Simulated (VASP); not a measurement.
Wanted: the native input for a VASP 6.6.1 run.

```
Task                   : relaxation of cell and atoms
Functional             : RPBE
Potentials or basis    : VASP PAW PBE potentials, release 64 (Ti_sv, Al)
Cutoff                 : 600 eV
k mesh                 : 8 × 8 × 8
Occupations            : fermi-dirac, width 0.05 eV
Spin                   : no spin polarisation
Dipole correction      : no
Further INCAR settings : ALGO = Normal; EDIFF = 1e-06; IBRION = 2; EDIFFG = -0.01; NSW = 60; ISIF = 3
```

The structure of TiAl lies in POSCAR:

```
TiAl
1.0
    3.1790640000      0.0000000000      0.0000000000
    0.0000000000      3.1790640000      0.0000000000
    0.0000000000      0.0000000000      3.1790640000
Ti Al
1 1
Direct
    0.0000000000      0.0000000000      0.0000000000
    0.5000000000      0.5000000000      0.5000000000
```

The input as run:

INCAR

```
PREC = Accurate
ENCUT = 600
EDIFF = 1E-6
ISMEAR = -1
SIGMA = 0.05
LREAL = False
LASPH = True
NELM = 80
ALGO = Normal
ISIF = 3
LWAVE = False
LCHARG = False
GGA = RP
IBRION = 2
NSW = 60
EDIFFG = -0.01
```

KPOINTS

```
Automatic mesh
0
Gamma
  8 8 8
```

Potentials or basis: VASP PAW PBE potentials, release 64 (Ti_sv, Al).

Launch:

```bash
$ cat potpaw_PBE.64/Ti_sv/POTCAR potpaw_PBE.64/Al/POTCAR > POTCAR
$ mpirun -np 1 vasp_std > vasp.out
```

Results of the run:

The relaxed volume is 16.56 Å³/atom. The relaxed cell is a = 3.212 Å, b = 3.212 Å, c = 3.212 Å, α = 90.00°, β = 90.00°, γ = 90.00°. The space group after relaxing (to 0.05 Å) is Pm-3m (No. 221). The energy gained by relaxing is 5.2 meV/atom, the ionic steps are 3 and the pressure after relaxing is 0.0 GPa.

Caveat: the PAW data sets were made with another functional, which shifts forces and pressure a little.

Wall time 51 s on 1 thread of AMD EPYC 7R13, with other jobs on the host, peak memory 0.14 GiB.
